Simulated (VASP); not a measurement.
# AlN (F-43m) in VASP: relaxation of cell and atoms with PBE

Aim: the relaxation of cell and atoms of AlN with PBE.

Everything below comes from runs of VASP 6.6.1. Logs are shortened: lines on timing, memory, paths and dates and some standing lists are left out, and cuts for length are marked.

## 1. The cell of the first run

Symmetry: F-43m, No. 216, cubic system. Conventional cell: a = 4.403 Å, b = 4.403 Å, c = 4.403 Å, α = 90.00°, β = 90.00°, γ = 90.00°. Within 2.5 Å of Al (site symmetry -43m) lie 4 N at 1.91 Å. N (site symmetry -43m) has 4 Al at 1.91 Å within 2.5 Å.

## 2. Relaxation of cell and atoms, PBE

INCAR

```
SYSTEM = AlN
  PREC = Accurate
  ENCUT = 600
  EDIFF = 1E-6
  ISMEAR = 0
  SIGMA = 0.02
  LREAL = .False.
  LASPH = .True.
  NELM = 100
  ALGO = Normal
  ISIF = 3
  LWAVE = .False.
  LCHARG = .False.
  GGA = PE
  IBRION = 2
  NSW = 80
  EDIFFG = -0.015
```

KPOINTS

```
Automatic mesh
0
Gamma
  10 10 10
  0 0 0
```

POSCAR

```
AlN
1.0
    0.0000000000      2.2016212750     -2.2016212750
    4.4032425499      0.0000000000      0.0000000000
   -2.2016212750     -4.4032425499     -2.2016212750
Al N
3 3
Direct
    0.0000000000      0.0000000000      0.0000000000
    0.3333333333      0.3333333333      0.6666666667
    0.6666666667      0.6666666667      0.3333333333
    0.8333333333      0.5833333333      0.6666666667
    0.1666666667      0.9166666667      0.3333333333
    0.5000000000      0.2500000000      0.0000000000
```

Potentials or basis: VASP PAW PBE potentials, release 64 (Al, N).

Launch:

```
$ cat potpaw_PBE.64/Al/POTCAR potpaw_PBE.64/N/POTCAR > POTCAR
$ mpirun -np 1 vasp_std > vasp.out
```

OUTCAR:

```text
SYSTEM = AlN
   PREC = Accurate
   ENCUT = 600
   EDIFF = 1E-6
   ISMEAR = 0
   LREAL = .False.
   LASPH = .True.
   NELM = 100
   ISIF = 3
   GGA = PE
   IBRION = 2
   NSW = 80
   EDIFFG = -0.015

 ion  position               nearest neighbor table
   1  0.000  0.000  0.000-   5 1.91   4 1.91   6 1.91   6 1.91   2 3.11   3 3.11   2 3.11   3 3.11
                             3 3.11   2 3.11   2 3.11   3 3.11   3 3.11   2 3.11
   2  0.333  0.333  0.667-   6 1.91   5 1.91   4 1.91   4 1.91   3 3.11   1 3.11   3 3.11   1 3.11
                             1 3.11   3 3.11   1 3.11   1 3.11   3 3.11   3 3.11
   3  0.667  0.667  0.333-   6 1.91   5 1.91   5 1.91   4 1.91   2 3.11   2 3.11   1 3.11   1 3.11
                             1 3.11   2 3.11   1 3.11   1 3.11   2 3.11   2 3.11
   4  0.833  0.583  0.667-   1 1.91   2 1.91   2 1.91   3 1.91
   5  0.167  0.917  0.333-   1 1.91   2 1.91   3 1.91   3 1.91
   6  0.500  0.250  0.000-   2 1.91   3 1.91   1 1.91   1 1.91

  LATTYP: Found a body centered orthorhombic cell.
 ALAT       =     3.1135626663
 B/A-ratio  =     1.4142135623
 C/A-ratio  =     3.0000000000

  Lattice vectors:

 A1 = (   2.2016212750,   4.4032425499,   2.2016212750)
 A2 = (  -2.2016212749,   2.2016212749,   4.4032425500)
 A3 = (   2.2016212749,  -4.4032425499,  -2.2016212750)

Analysis of symmetry for initial positions (statically):
=====================================================================
 Subroutine PRICEL returns following result:

  LATTYP: Found a face centered cubic cell.
 ALAT       =     4.4032425493

  Lattice vectors:

 A1 = (  -0.0000000007,   2.2016212743,  -2.2016212750)
 A2 = (   2.2016212747,   2.2016212747,   0.0000000000)
 A3 = (   2.2016212745,  -0.0000000004,  -2.2016212750)

   3 primitive cells build up your supercell.

 Routine SETGRP: Setting up the symmetry group for a
 body centered orthorhombic supercell.

 Subroutine GETGRP returns: Found  4 space group operations
 (whereof  4 operations were pure point group operations)
 out of a pool of  8 trial point group operations.

The static configuration has the point symmetry C_2v.

Analysis of symmetry for dynamics (positions and initial velocities):
=====================================================================
 Subroutine PRICEL returns following result:

  LATTYP: Found a face centered cubic cell.
 ALAT       =     4.4032425493

  Lattice vectors:

 A1 = (  -0.0000000007,   2.2016212743,  -2.2016212750)
 A2 = (   2.2016212747,   2.2016212747,   0.0000000000)
 A3 = (   2.2016212745,  -0.0000000004,  -2.2016212750)

   3 primitive cells build up your supercell.

 Routine SETGRP: Setting up the symmetry group for a
 body centered orthorhombic supercell.

 Subroutine GETGRP returns: Found  4 space group operations
 (whereof  4 operations were pure point group operations)
 out of a pool of  8 trial point group operations.

The dynamic configuration has the point symmetry C_2v.

 Subroutine INISYM returns: Found  4 space group operations
 (whereof  4 operations are pure point group operations),
 and found     3 'primitive' translations

----------------------------------------------------------------------------------------

                                     Primitive cell

  volume of cell :      21.3431

  direct lattice vectors                    reciprocal lattice vectors
    -0.000000001  2.201621274 -2.201621275    -0.227105364  0.227105364 -0.227105364
     2.201621275  2.201621275  0.000000000     0.227105364  0.227105364  0.227105363
     2.201621274 -0.000000000 -2.201621275     0.227105364 -0.227105364 -0.227105364

  length of vectors
     3.113562666  3.113562666  3.113562666     0.393358028  0.393358028  0.393358028

  position of ions in fractional coordinates (direct lattice)
     0.000000000  0.000000000  0.000000000
     0.250000000  0.250000000  0.250000000

  ion indices of the primitive-cell ions
   primitive index   ion index
                 1           1
                 2           5

----------------------------------------------------------------------------------------

 KPOINTS: Automatic mesh

Automatic generation of k-mesh.
 Grid dimensions read from file:
 generate k-points for:   10   10   10

 Generating k-lattice:

  Cartesian coordinates                     Fractional coordinates (reciprocal lattice)
     0.000000000  0.015140358 -0.030280715     0.100000000  0.000000000  0.000000000
     0.022710536 -0.007570179 -0.007570179     0.000000000  0.100000000  0.000000000
     0.000000000 -0.015140358 -0.015140358     0.000000000  0.000000000  0.100000000

  Length of vectors
     0.033854869  0.025107443  0.021411699

  Shift w.r.t. Gamma in fractional coordinates (k-lattice)
     0.000000000  0.000000000  0.000000000

 Subroutine IBZKPT returns following result:
 ===========================================

 Found    171 irreducible k-points:

 Following reciprocal coordinates:
            Coordinates               Weight
  0.000000  0.000000  0.000000      1.000000
  0.100000  0.000000  0.000000      4.000000
  0.200000  0.000000  0.000000      4.000000
  0.300000  0.000000 -0.000000      4.000000
  0.400000  0.000000  0.000000      4.000000
  0.500000  0.000000  0.000000      2.000000
[... 16 lines left out ...]
 -0.400000  0.200000 -0.000000      8.000000
 -0.300000  0.200000  0.000000      8.000000
 [... further k-points ...]
   k-points           NKPTS =    171   k-points in BZ     NKDIM =    171   number of bands    NBANDS=     16
   number of dos      NEDOS =    301   number of ions     NIONS =      6
   total plane-waves  NPLWV =  48384
   dimension x,y,z NGX =    28 NGY =   36 NGZ =   48
   dimension x,y,z NGXF=    56 NGYF=   72 NGZF=   96
   ions per type =               3   3
   NGX,Y,Z   is equivalent  to a cutoff of  14.95, 13.59, 14.80 a.u.
   NGXF,Y,Z  is equivalent  to a cutoff of  29.90, 27.18, 29.59 a.u.
 SYSTEM =  AlN
   PREC   = accura    normal or accurate (medium, high low for compatibility)
   ISTART =      0    job   : 0-new  1-cont  2-samecut
   ICHARG =      2    charge: 1-file 2-atom 10-const
   ISPIN  =      1    spin polarized calculation?
   LNONCOLLINEAR =      F non collinear calculations
   LSORBIT =      F    spin-orbit coupling
   LASPH  =      T    aspherical Exc in radial PAW
   ENCUT  =  600.0 eV  44.10 Ry    6.64 a.u.   6.22  8.79 10.77*2*pi/ulx,y,z
   NELM   =    100;   NELMIN=  2; NELMDL= -5     # of ELM steps
   EDIFF  = 0.1E-05   stopping-criterion for ELM
   LREAL  =      F    real-space projection
   EDIFFG = -.1E-01   stopping-criterion for IOM
   NSW    =     80    number of steps for IOM
   IBRION =      2    ionic relax: 0-MD 1-quasi-New 2-CG
   NFREE  =      1    steps in history (QN), initial steepest desc. (CG)
   ISIF   =      3    stress and relaxation
   ISYM   =      2    0-nonsym 1-usesym 2-fastsym
   POTIM  = 0.5000    time-step for ionic-motion
   TEBEG  =    0.0;   TEEND  =   0.0 temperature during run
   PSTRESS=    0.0 pullay stress
   NELECT =      24.0000    total number of electrons
   NUPDOWN=      -1.0000    fix difference up-down
   EMIN   =  10.00;   EMAX   =-10.00  energy-range for DOS
   EFERMI =   0.00;   METHOD = LEGACY
   ISMEAR =     0;   SIGMA  =   0.02  broadening in eV -4-tet -1-fermi 0-gaus
   EFERMI_NEDOS =   21; number of points for ismear=-14 and -15
   IALGO  =     38    algorithm
   IMIX   =      4    mixing-type and parameters
     AMIX     =   0.40;   BMIX     =  1.00
     AMIX_MAG =   1.60;   BMIX_MAG =  1.00
  volume/ion in A,a.u.               =      10.67        72.02
  Fermi-wavevector in a.u.,A,eV,Ry     =   1.180372  2.230580 18.956697  1.393278
  Thomas-Fermi vector in A             =   2.316666
   LORBIT       =      0    0 simple, 1 ext, 2 COOP (PROOUT), +10 PAW based schemes
   GGA     = PE    functional components
   LHFCALC =     F    Hartree Fock is set to
   AEXX    =    0.0000 exact exchange contribution
   IVDW    =     0    specifies the selected vdW correction
   LEPSILON=     F    determine dielectric tensor
   LRPA    =     F    only Hartree local field effects (RPA)
 conjugate gradient relaxation of ions
 non-spin polarized calculation
 Gauss-broadening in eV      SIGMA  =   0.02
  energy-cutoff  :      600.00
  volume of cell :       64.03
 maximum number of plane-waves:      2162
 NGX is ok and might be reduce to    28
   NGX = 13   NGY = 17   NGZ = 21

--------------------------------------- Ionic step        1  -------------------------------------------

 number of electron      23.9999998 magnetization

 Free energy of the ion-electron system (eV)
  ---------------------------------------------------
  ext. energy  EPLUGINS =         0.00000000
  ---------------------------------------------------
  free energy    TOTEN  =       -44.54678393 eV

  energy without entropy =      -44.54678393  energy(sigma->0) =      -44.54678393

------------------------ aborting loop because EDIFF is reached ----------------------------------------

  FORCE on cell =-STRESS in cart. coord.  units (eV):
  Direction    XX          YY          ZZ          XY          YZ          ZX
  --------------------------------------------------------------------------------------
  -------------------------------------------------------------------------------------
  Total       -0.1782786     -0.1781890     -0.1781890     -0.0000000      0.0000392     -0.0000000
  in kB       -4.4609845     -4.4587431     -4.4587431     -0.0000000      0.0009807     -0.0000000
  external PRESSURE =      -4.4594902 kB  Pullay stress =       0.0000000 kB
[... 65 lines left out ...]
  energy  without entropy=      -44.5467681096  energy(sigma->0) =      -44.54676811

--------------------------------------- Ionic step        3  -------------------------------------------

 number of electron      23.9999998 magnetization

 Free energy of the ion-electron system (eV)
  ---------------------------------------------------
  ext. energy  EPLUGINS =         0.00000000
  ---------------------------------------------------
  free energy    TOTEN  =       -44.54695496 eV

  energy without entropy =      -44.54695496  energy(sigma->0) =      -44.54695496

 E-fermi :   5.8926     XC(G=0): -10.8380

 val. band max:        5.7633193725   @ k =   0.0000   0.0000   0.0000
 cond. band min:       9.0698783287   @ k =   0.0000   0.0000   0.5000
 fundamental gap:      3.3065589562
 Fermi energy:         5.8926310145

 k-point     1 :       0.0000    0.0000    0.0000
  band No.  band energies     occupation
      1      -9.0914      2.00000
      2      -6.6269      2.00000
      3      -6.6269      2.00000
      4       1.5333      2.00000
      5       1.5333      2.00000
      6       2.1378      2.00000
[... 8 lines left out ...]
     15      11.7645      0.00000
     16      15.7268      0.00000
[... 420 lines left out ...]
  band No.  band energies     occupation
      1      -8.1274      2.00000
      2      -6.5394      2.00000
      3      -6.5378      2.00000
      4       1.5008      2.00000
      5       1.7288      2.00000
      6       2.0889      2.00000
[... 8 lines left out ...]
     15      12.2765      0.00000
     16      15.8413      0.00000

 [... further k-points ...]
[... 5 lines left out ...]
  --------------------------------------------------------------------------------------
  -------------------------------------------------------------------------------------
  Total       -0.0012791     -0.0011903     -0.0011903     -0.0000000      0.0000194     -0.0000000
  in kB       -0.0320729     -0.0298462     -0.0298462     -0.0000000      0.0004857     -0.0000000
  external PRESSURE =      -0.0305884 kB  Pullay stress =       0.0000000 kB
[... 21 lines left out ...]
  FREE ENERGIE OF THE ION-ELECTRON SYSTEM (eV)
  ---------------------------------------------------
  free  energy   TOTEN  =       -44.5469549581 eV

  energy  without entropy=      -44.5469549581  energy(sigma->0) =      -44.54695496

 reached required accuracy - stopping structural energy minimisation
```

It took 3 min on 1 thread of Intel Xeon 6975P-C (Granite Rapids), shared host; peak memory 0.33 GiB.

Results:

| Quantity | Value |
| --- | --- |
| Free energy | -44.5470 eV |
| Relaxed volume | 10.65 Å³/atom |
| Relaxed cell | a = 3.111 Å, b = 4.400 Å, c = 5.389 Å, α = 114.09°, β = 106.78°, γ = 90.00° |
| Space group after relaxing (to 0.05 Å) | F-43m (No. 216) |
| Energy gained by relaxing | 0.0 meV/atom |
| Ionic steps | 3 |
| Pressure after relaxing | 0.0 GPa |
| Band gap on the k mesh | 3.31 eV |

The path:
| step | energy change (eV) | largest force (eV/Å) | pressure (GPa) | volume (Å³) |
| --- | --- | --- | --- | --- |
| 1 | 0.0000 | 0.0000 | -0.45 | 64.03 |
| 2 | 0.0000 | 0.0000 | 0.43 | 63.75 |
| 3 | -0.0002 | 0.0000 | 0.00 | 63.90 |

Final structure:
```
Al N
1.0
     0.00000    2.20011   -2.20011
     4.40021    0.00000    0.00000
    -2.20011   -4.40022   -2.20011
Al N
3 3
Direct
  0.00000 0.00000 0.00000
  0.33333 0.33333 0.66667
  0.66667 0.66667 0.33333
  0.83333 0.58333 0.66667
  0.16667 0.91667 0.33333
  0.50000 0.25000 0.00000
```
